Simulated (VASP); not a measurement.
# BN (P6_3mc) in VASP: settings compared

BN is run at these levels: PBE, r2SCAN; tasks: single point.

Everything below comes from runs of VASP 6.6.1. Logs are shortened: lines on timing, memory, paths and dates and some standing lists are left out, and cuts for length are marked.

## 1. The cell of the first run

It takes space group P6_3mc (No. 186, hexagonal). The conventional cell has a = 2.555 Å, b = 2.555 Å, c = 4.225 Å, α = 90.00°, β = 90.00°, γ = 120.00°. B (site symmetry 3m) has 4 N at 1.57 to 1.58 Å within 2.1 Å. N (site symmetry 3m) has 4 B at 1.57 to 1.58 Å within 2.1 Å.

## 2. Single point, PBE

File INCAR:

```
SYSTEM = BN
ALGO = Normal
EDIFF = 1E-6
ENCUT = 520
GGA = PE
ISIF = 2
ISMEAR = 0
LASPH = .True.
LCHARG = .False.
LREAL = .False.
LWAVE = .False.
NBANDS = 16
NELM = 60
PREC = Accurate
SIGMA = 0.01
```

File KPOINTS:

```
k-points
0
Gamma
  9 9 6
  0 0 0
```

File POSCAR:

```
BN
1.0
    2.5545044047      0.0000000000      0.0000000000
   -1.2772522023      2.2122657085      0.0000000000
    0.0000000000      0.0000000000      4.2245317610
B N
2 2
Direct
    0.6666666667      0.3333333333      0.0001896661
    0.3333333333      0.6666666667      0.5001896661
    0.6666666667      0.3333333333      0.3748103339
    0.3333333333      0.6666666667      0.8748103339
```

Potentials or basis: VASP PAW PBE potentials, release 64 (B, N).

The run is started by

```console
$ cat potpaw_PBE.64/B/POTCAR potpaw_PBE.64/N/POTCAR > POTCAR
$ mpirun -np 1 vasp_std > vasp.out
```

OUTCAR:

```text
SYSTEM = BN
   EDIFF = 1E-6
   ENCUT = 520
   GGA = PE
   ISIF = 2
   ISMEAR = 0
   LASPH = .True.
   LREAL = .False.
   NELM = 60
   PREC = Accurate

 ion  position               nearest neighbor table
   1  0.667  0.333  0.000-   4 1.57   4 1.57   4 1.57   3 1.58
   2  0.333  0.667  0.500-   3 1.57   3 1.57   3 1.57   4 1.58
   3  0.667  0.333  0.375-   2 1.57   2 1.57   2 1.57   1 1.58
   4  0.333  0.667  0.875-   1 1.57   1 1.57   1 1.57   2 1.58

  LATTYP: Found a hexagonal cell.
 ALAT       =     2.5545044047
 C/A-ratio  =     1.6537578691

  Lattice vectors:

 A1 = (   2.5545044047,   0.0000000000,   0.0000000000)
 A2 = (  -1.2772522023,   2.2122657085,   0.0000000000)
 A3 = (   0.0000000000,   0.0000000000,   4.2245317610)

Analysis of symmetry for initial positions (statically):
=====================================================================
 Subroutine PRICEL returns:
 Original cell was already a primitive cell.

 Routine SETGRP: Setting up the symmetry group for a
 hexagonal supercell.

 Subroutine GETGRP returns: Found 12 space group operations
 (whereof  6 operations were pure point group operations)
 out of a pool of 24 trial point group operations.

The static configuration has the point symmetry C_3v.
 The point group associated with its full space group is C_6v.

Analysis of symmetry for dynamics (positions and initial velocities):
=====================================================================
 Subroutine PRICEL returns:
 Original cell was already a primitive cell.

 Routine SETGRP: Setting up the symmetry group for a
 hexagonal supercell.

 Subroutine GETGRP returns: Found 12 space group operations
 (whereof  6 operations were pure point group operations)
 out of a pool of 24 trial point group operations.

The dynamic configuration has the point symmetry C_3v.
 The point group associated with its full space group is C_6v.

 Subroutine INISYM returns: Found 12 space group operations
 (whereof  6 operations are pure point group operations),
 and found     1 'primitive' translations

----------------------------------------------------------------------------------------

                                     Primitive cell

  volume of cell :      23.8739

  direct lattice vectors                    reciprocal lattice vectors
     2.554504405  0.000000000  0.000000000     0.391465365  0.226012634  0.000000000
    -1.277252202  2.212265708  0.000000000     0.000000000  0.452025268  0.000000000
     0.000000000  0.000000000  4.224531761     0.000000000  0.000000000  0.236712624

  length of vectors
     2.554504405  2.554504405  4.224531761     0.452025268  0.452025268  0.236712624

  position of ions in fractional coordinates (direct lattice)
     0.666666667  0.333333333  0.000189666
     0.333333333  0.666666667  0.500189666
     0.666666667  0.333333333  0.374810334
     0.333333333  0.666666667  0.874810334

  ion indices of the primitive-cell ions
   primitive index   ion index
                 1           1
                 2           2
                 3           3
                 4           4

----------------------------------------------------------------------------------------

 KPOINTS: k-points

Automatic generation of k-mesh.
 Grid dimensions read from file:
 generate k-points for:    9    9    6

 Generating k-lattice:

  Cartesian coordinates                     Fractional coordinates (reciprocal lattice)
     0.043496152  0.025112515  0.000000000     0.111111111  0.000000000  0.000000000
     0.000000000  0.050225030  0.000000000     0.000000000  0.111111111  0.000000000
     0.000000000  0.000000000  0.039452104     0.000000000  0.000000000  0.166666667

  Length of vectors
     0.050225030  0.050225030  0.039452104

  Shift w.r.t. Gamma in fractional coordinates (k-lattice)
     0.000000000  0.000000000  0.000000000

 Subroutine IBZKPT returns following result:
 ===========================================

 Found     48 irreducible k-points:

 Following reciprocal coordinates:
            Coordinates               Weight
  0.000000  0.000000  0.000000      1.000000
  0.111111 -0.000000  0.000000      6.000000
  0.222222 -0.000000  0.000000      6.000000
  0.333333  0.000000  0.000000      6.000000
  0.444444 -0.000000  0.000000      6.000000
  0.111111  0.111111  0.000000      6.000000
[... 16 lines left out ...]
  0.333333  0.222222  0.166667     24.000000
  0.333333  0.333333  0.166667      4.000000
 [... further k-points ...]
   k-points           NKPTS =     48   k-points in BZ     NKDIM =     48   number of bands    NBANDS=     16
   number of dos      NEDOS =    301   number of ions     NIONS =      4
   total plane-waves  NPLWV =  12800
   dimension x,y,z NGX =    20 NGY =   20 NGZ =   32
   dimension x,y,z NGXF=    40 NGYF=   40 NGZF=   64
   ions per type =               2   2
   NGX,Y,Z   is equivalent  to a cutoff of  13.02, 13.02, 12.59 a.u.
   NGXF,Y,Z  is equivalent  to a cutoff of  26.03, 26.03, 25.19 a.u.
 SYSTEM =  BN
   PREC   = accura    normal or accurate (medium, high low for compatibility)
   ISTART =      0    job   : 0-new  1-cont  2-samecut
   ICHARG =      2    charge: 1-file 2-atom 10-const
   ISPIN  =      1    spin polarized calculation?
   LNONCOLLINEAR =      F non collinear calculations
   LSORBIT =      F    spin-orbit coupling
   LASPH  =      T    aspherical Exc in radial PAW
   ENCUT  =  520.0 eV  38.22 Ry    6.18 a.u.   4.75  4.75  7.85*2*pi/ulx,y,z
   NELM   =     60;   NELMIN=  2; NELMDL= -5     # of ELM steps
   EDIFF  = 0.1E-05   stopping-criterion for ELM
   LREAL  =      F    real-space projection
   EDIFFG = 0.1E-04   stopping-criterion for IOM
   NSW    =      0    number of steps for IOM
   IBRION =     -1    ionic relax: 0-MD 1-quasi-New 2-CG
   NFREE  =      0    steps in history (QN), initial steepest desc. (CG)
   ISIF   =      2    stress and relaxation
   ISYM   =      2    0-nonsym 1-usesym 2-fastsym
   POTIM  = 0.5000    time-step for ionic-motion
   TEBEG  =    0.0;   TEEND  =   0.0 temperature during run
   PSTRESS=    0.0 pullay stress
   NELECT =      16.0000    total number of electrons
   NUPDOWN=      -1.0000    fix difference up-down
   EMIN   =  10.00;   EMAX   =-10.00  energy-range for DOS
   EFERMI =   0.00;   METHOD = LEGACY
   ISMEAR =     0;   SIGMA  =   0.01  broadening in eV -4-tet -1-fermi 0-gaus
   EFERMI_NEDOS =   21; number of points for ismear=-14 and -15
   IALGO  =     38    algorithm
   IMIX   =      4    mixing-type and parameters
     AMIX     =   0.40;   BMIX     =  1.00
     AMIX_MAG =   1.60;   BMIX_MAG =  1.00
  volume/ion in A,a.u.               =       5.97        40.28
  Fermi-wavevector in a.u.,A,eV,Ry     =   1.432652  2.707319 27.925838  2.052491
  Thomas-Fermi vector in A             =   2.552256
   LORBIT       =      0    0 simple, 1 ext, 2 COOP (PROOUT), +10 PAW based schemes
   GGA     = PE    functional components
   LHFCALC =     F    Hartree Fock is set to
   AEXX    =    0.0000 exact exchange contribution
   IVDW    =     0    specifies the selected vdW correction
   LEPSILON=     F    determine dielectric tensor
   LRPA    =     F    only Hartree local field effects (RPA)
 non-spin polarized calculation
 Gauss-broadening in eV      SIGMA  =   0.01
  energy-cutoff  :      520.00
  volume of cell :       23.87
 maximum number of plane-waves:       652
 NGX is ok and might be reduce to    20
   NGX =  9   NGY =  9   NGZ = 15

 number of electron      16.0000000 magnetization

 Free energy of the ion-electron system (eV)
  ---------------------------------------------------
  ext. energy  EPLUGINS =         0.00000000
  ---------------------------------------------------
  free energy    TOTEN  =       -34.83267592 eV

  energy without entropy =      -34.83267592  energy(sigma->0) =      -34.83267592

 E-fermi :   7.5669     XC(G=0): -12.7615

 val. band max:        7.4291809076   @ k =   0.0000   0.0000   0.0000
 cond. band min:      12.6398572966   @ k =   0.3333   0.3333   0.0000
 fundamental gap:      5.2106763890
 Fermi energy:         7.5668764513

 k-point     1 :       0.0000    0.0000    0.0000
  band No.  band energies     occupation
      1     -12.8568      2.00000
      2      -8.7494      2.00000
      3      -3.3902      2.00000
      4       5.3264      2.00000
      5       5.3264      2.00000
      6       7.1674      2.00000
[... 8 lines left out ...]
     15      19.2538      0.00000
     16      23.5184      0.00000

 k-point     2 :       0.1111   -0.0000    0.0000
  band No.  band energies     occupation
      1     -12.5908      2.00000
      2      -8.5473      2.00000
      3      -3.1263      2.00000
      4       4.1591      2.00000
      5       4.8541      2.00000
      6       6.4552      2.00000
[... 8 lines left out ...]
     15      20.0059      0.00000
     16      23.1186      0.00000

 k-point     3 :       0.2222   -0.0000    0.0000
  band No.  band energies     occupation
      1     -11.8093      2.00000
      2      -7.9970      2.00000
      3      -2.3546      2.00000
      4       1.6825      2.00000
      5       3.8948      2.00000
      6       4.2928      2.00000
[... 8 lines left out ...]
     15      21.7862      0.00000
     16      22.4988      0.00000

 k-point     4 :       0.3333    0.0000    0.0000
  band No.  band energies     occupation
      1     -10.5815      2.00000
      2      -7.3637      2.00000
      3      -1.1689      2.00000
      4      -0.7091      2.00000
      5       1.9395      2.00000
      6       3.0362      2.00000
[... 8 lines left out ...]
     15      23.0809      0.00000
     16      23.7041      0.00000
[... 324 lines left out ...]
 k-point    22 :       0.2222    0.2222    0.1667
  band No.  band energies     occupation
      1      -9.7529      2.00000
      2      -7.3616      2.00000
      3      -0.9797      2.00000
      4       0.0802      2.00000
      5       0.8038      2.00000
      6       1.9551      2.00000
[... 8 lines left out ...]
     15      22.5417      0.00000
     16      23.6187      0.00000

 k-point    23 :       0.3333    0.2222    0.1667
  band No.  band energies     occupation
      1      -8.4730      2.00000
      2      -7.2440      2.00000
      3      -1.6007      2.00000
      4      -0.5173      2.00000
      5       0.4824      2.00000
      6       1.8042      2.00000
[... 8 lines left out ...]
     15      23.2445      0.00000
     16      23.7595      0.00000

 k-point    24 :       0.3333    0.3333    0.1667
  band No.  band energies     occupation
      1      -7.5803      2.00000
      2      -7.5803      2.00000
      3      -1.5307      2.00000
      4      -0.3327      2.00000
      5      -0.3327      2.00000
      6       1.6570      2.00000
[... 8 lines left out ...]
     15      23.3215      0.00000
     16      23.3215      0.00000

 [... further k-points ...]

------------------------ aborting loop because EDIFF is reached ----------------------------------------

  FORCE on cell =-STRESS in cart. coord.  units (eV):
  Direction    XX          YY          ZZ          XY          YZ          ZX
  --------------------------------------------------------------------------------------
  -------------------------------------------------------------------------------------
  Total        0.0393296      0.0393296      0.0311101      0.0000000      0.0000000      0.0000000
  in kB        2.6394150      2.6394150      2.0878034      0.0000000      0.0000000      0.0000000
  external PRESSURE =       2.4555444 kB  Pullay stress =       0.0000000 kB

 VOLUME and BASIS-vectors are now :
 -----------------------------------------------------------------------------
  energy-cutoff  :      520.00
  volume of cell :       23.87
      direct lattice vectors                 reciprocal lattice vectors
     2.554504405  0.000000000  0.000000000     0.391465365  0.226012634  0.000000000
    -1.277252202  2.212265708  0.000000000     0.000000000  0.452025268  0.000000000
     0.000000000  0.000000000  4.224531761     0.000000000  0.000000000  0.236712624

 POSITION                                       TOTAL-FORCE (eV/Angst)
 -----------------------------------------------------------------------------------
      1.27725      0.73742      0.00080        -0.000000     -0.000000      0.001932
     -0.00000      1.47484      2.11307         0.000000     -0.000000      0.001932
      1.27725      0.73742      1.58340         0.000000     -0.000000     -0.001932
     -0.00000      1.47484      3.69566        -0.000000      0.000000     -0.001932
 -----------------------------------------------------------------------------------
    total drift:                               -0.000000     -0.000000     -0.000383

  FREE ENERGIE OF THE ION-ELECTRON SYSTEM (eV)
  ---------------------------------------------------
  free  energy   TOTEN  =       -34.8326759246 eV

  energy  without entropy=      -34.8326759246  energy(sigma->0) =      -34.83267592
```

It took 15 s on 1 thread of Intel Xeon 6975P-C (Granite Rapids), shared host; peak memory 0.13 GiB.

What came out:

```yaml
Free_energy: -34.8327 eV
Pressure: 0.2 GPa
Band_gap_on_the_k_mesh: 5.21 eV (least direct gap 8.23 eV)
```

Caveat: an odd mesh through Γ misses points on the zone boundary, where band edges can lie.

## 3. Single point, PBE (6.15 Å³/atom)

This run uses another cell than the first one, of 6.15 Å³/atom.

File INCAR:

```
SYSTEM = BN
  PREC = Accurate
  ENCUT = 520
  EDIFF = 1E-6
  ISMEAR = 0
  SIGMA = 0.01
  LREAL = .FALSE.
  LASPH = .TRUE.
  NELM = 60
  ALGO = Normal
  ISIF = 2
  LWAVE = .FALSE.
  LCHARG = .TRUE.
  GGA = PE
  LELF = .TRUE.
  LVHAR = .TRUE.
  NBANDS = 16
```

File KPOINTS:

```
regular mesh
0
G
  9 9 6
  0 0 0
```

File POSCAR:

```
BN
1.0
    2.5797981725      0.0000000000      0.0000000000
   -1.2898990862      2.2341707540      0.0000000000
    0.0000000000      0.0000000000      4.2663615285
B N
2 2
Direct
    0.6666666667      0.3333333333      0.0001896661
    0.3333333333      0.6666666667      0.5001896661
    0.6666666667      0.3333333333      0.3748103339
    0.3333333333      0.6666666667      0.8748103339
```

Potentials or basis: VASP PAW PBE potentials, release 64 (B, N).

The run is started by

```console
$ cat potpaw_PBE.64/B/POTCAR potpaw_PBE.64/N/POTCAR > POTCAR
$ mpirun -np 1 vasp_std > vasp.out
```

It took 16 s on 1 thread of Intel Xeon 6975P-C (Granite Rapids), shared host; peak memory 0.13 GiB.

It converged, with:

```
Free energy            : -34.8109 eV
Pressure               : -10.2 GPa
Largest force          : 0.020 eV/Å
Band gap on the k mesh : 5.25 eV (least direct gap 8.08 eV)
```

Forces in eV/Å, atoms in the order of the input:
```
B    0.000  0.000 -0.020
B    0.000  0.000 -0.020
N    0.000  0.000  0.020
N    0.000  0.000  0.020
```

Stress tensor (GPa, compression positive):
```
-10.19   0.00   0.00
  0.00 -10.19   0.00
  0.00   0.00 -10.36
```

Levels at points of the mesh, in eV from the valence-band top:
```tsv
k point	band 6	band 7	band 8	band 9	band 10	band 11
(0.00, 0.00, 0.00)	-0.25	0.00	0.00	8.21	8.21	8.37
(0.00, 0.00, 0.50)	-1.13	-1.13	-1.13	9.13	9.13	9.72
```

Caveat: the cell stands under tension; an odd mesh through Γ misses points on the zone boundary, where band edges can lie.

[end of part 1 of 2]
